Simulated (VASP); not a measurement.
Write the native input for VASP 6.6.1 that does the following.

* Task: single point
* Functional: PBE
* Potentials or basis: VASP PAW PBE potentials, release 64 (Cd, Hg, S)
* Cutoff: 520 eV
* k mesh: 6 × 6 × 2
* Occupations: gaussian, width 0.1 eV
* Spin: no spin polarisation
* Dipole correction: no
* Further INCAR settings: ALGO = Normal; EDIFF = 1e-06; NBANDS = 36

The structure of Cd2HgS3 lies in POSCAR:

```
Cd2HgS3
1.0
    4.0967736500      0.0000000000      0.0000000000
   -2.0483868300      3.5479100600      0.0000000000
    0.0000000000      0.0000000000     10.0350050400
Cd Hg S
2 1 3
Direct
    0.0000000000      0.0000000000      0.0000000000
    0.6666666700      0.3333333300      0.3333333300
    0.3333333300      0.6666666700      0.6666666700
    0.0000000000      0.0000000000      0.7500000000
    0.3333333300      0.6666666700      0.4166666700
    0.6666666700      0.3333333300      0.0833333300
```

The input as run:

INCAR

```
SYSTEM = Cd2HgS3
PREC = Accurate
ENCUT = 520
EDIFF = 1E-6
ISMEAR = 0
SIGMA = 0.1
LREAL = .False.
LASPH = .True.
NELM = 100
ALGO = Normal
ISIF = 2
LWAVE = .False.
LCHARG = .True.
GGA = PE
LELF = .True.
LVHAR = .True.
NBANDS = 36
```

KPOINTS

```
Automatic mesh
0
Gamma
  6 6 2
  0 0 0
```

Potentials or basis: VASP PAW PBE potentials, release 64 (Cd, Hg, S).

Launch:

```bash
$ cat potpaw_PBE.64/Cd/POTCAR potpaw_PBE.64/Hg/POTCAR potpaw_PBE.64/S/POTCAR > POTCAR
$ mpirun -np 1 vasp_std > vasp.out
```

Results of the run:

| Quantity | Value |
| --- | --- |
| Pressure | 5.4 GPa |
| Largest force | 0.190 eV/Å |
| Band gap on the k mesh | 0.48 eV, direct |

Caveat: spin-orbit coupling is left out, which moves the levels of the heavy elements.

Run time: 79 s on 1 thread of Intel(R) Xeon(R) Platinum 8259CL CPU @ 2.50GHz (Skylake/Cascade Lake) (shared host), peak memory 0.28 GiB.
